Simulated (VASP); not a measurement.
Runs of VASP 6.6.1 on PbS. The structure is that of space group Fm-3m (No. 225), or close to it. The cells are those of the table. 

```csv
task,cell,gap on the mesh (eV),pressure (GPa)
relaxation of cell and atoms,"relaxed to 5 GPa from a = 4.194 Å, angles 60.0°, 2 atoms",(b),4.9
relaxation of cell and atoms,"relaxed to -2 GPa from a = 4.194 Å, angles 60.0°, 2 atoms",(a),-2.0
relaxation of cell and atoms,"relaxed from a = 4.194 Å, angles 60.0°, 2 atoms",0.03,0.1
single point,"a = 3.963 Å, angles 60.0°, 2 atoms",0.56,10.1
single point,"a = 4.033 Å, angles 60.0°, 2 atoms",0.28,(c)
relaxation of cell and atoms,"relaxed to 10 GPa from a = 4.194 Å, angles 60.0°, 2 atoms",0.55,10.0
single point,"a = 4.083 Å, angles 60.0°, 2 atoms",0.10,2.1
single point,"a = 4.133 Å, angles 60.0°, 2 atoms",0.04,0.1
```

Alike in all rows: level LDA; potentials or basis VASP PAW LDA potentials, release 64 (Pb_d, S); no spin polarisation; k mesh 6 × 6 × 6; cutoff (eV) 500; smearing gaussian 0.01 eV.

Q: Estimate the missing entries.

A: (a) 0.17; (b) 0.27; (c) 5.0.

Caveats: spin-orbit coupling is left out, which moves the levels of the heavy elements; the cell is relaxed towards a set pressure, so the run minimises the enthalpy, not the energy (at least some runs); the cell stands under pressure (at least some runs).

A k mesh can miss the band edges, and the runs leave out spin-orbit coupling on Pb.
